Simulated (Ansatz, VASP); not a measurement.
**Two plane-wave programs on B**

File INCAR:

```
PREC     = Accurate       # precision mode
ENCUT    = 520            # plane-wave cutoff, eV
EDIFF    = 1E-6           # SCF threshold, eV
ISMEAR   = 0              # smearing method
SIGMA    = 0.1            # smearing width, eV
LREAL    = False          # projectors in reciprocal space
LASPH    = True           # aspherical terms in the spheres
NELM     = 100            # most SCF steps
ALGO     = Normal         # electronic algorithm
ISIF     = 2              # what is computed and relaxed
LWAVE    = False          # write WAVECAR
LCHARG   = False          # write CHGCAR
GGA      = PE             # functional
NBANDS   = 22             # bands
```

Contents of KPOINTS:

```
Automatic mesh
0
Gamma
  9 9 4
```

POSCAR

```
B
1.0
    2.9946251322      0.0000000000      0.0000000000
   -1.4973125661      2.5934214393      0.0000000000
    0.0000000000      0.0000000000      8.0647941268
B
8
Direct
    0.0000000000      0.0000000000      0.1250000000
    0.0000000000      0.0000000000      0.6250000000
    0.0000000000      0.0000000000      0.3750000000
    0.0000000000      0.0000000000      0.8750000000
    0.3333333333      0.6666666667      0.3750000000
    0.3333333333      0.6666666667      0.8750000000
    0.6666666667      0.3333333333      0.1250000000
    0.6666666667      0.3333333333      0.6250000000
```

Input for Ansatz:

```yaml
crystal:
  lattice:
    - [2.9946251322, 0.0, 0.0]
    - [-1.4973125661, 2.5934214393, 0.0]
    - [0.0, 0.0, 8.0647941268]
  atoms:
    - { symbol: B, position: [0.0, 0.0, 0.125] }
    - { symbol: B, position: [0.0, 0.0, 0.625] }
    - { symbol: B, position: [0.0, 0.0, 0.375] }
    - { symbol: B, position: [0.0, 0.0, 0.875] }
    - { symbol: B, position: [0.3333333333, 0.6666666667, 0.375] }
    - { symbol: B, position: [0.3333333333, 0.6666666667, 0.875] }
    - { symbol: B, position: [0.6666666667, 0.3333333333, 0.125] }
    - { symbol: B, position: [0.6666666667, 0.3333333333, 0.625] }
basis:
  ecutwfc: 420
kpoints:
  mp_grid: { grid: [9, 9, 4] }
hamiltonian:
  xc: pbe
scf:
  occupations: { method: gaussian, width: 0.1 }
output:
  forces: true
  stress: true
  eigenvalues: true
```

Alike in both runs: task single point; functional PBE; k mesh 9 × 9 × 4; occupations gaussian, width 0.1 eV; no spin polarisation.

|  | VASP | Ansatz |
| --- | --- | --- |
| version | VASP 6.6.1 | Ansatz 0.2.0 |
| potentials or method | VASP PAW PBE potentials, release 64 (B), cutoff 520 eV | scalar-relativistic, plane waves, PAW |
| valence electrons in the cell | 24 | 24 |

```tsv
	VASP	Ansatz	Ansatz less VASP
gap on the k mesh at the Fermi level (eV)	none	none	-
pressure (GPa)	0.1	0.1	-0.04
traceless stress, the component that is largest in VASP (GPa)	0.30	0.31	+0.014
```

A gap of «none» marks a metal or a gap that the smearing closes. The functional is the same, so the differences come from potentials, cutoffs and numerics.
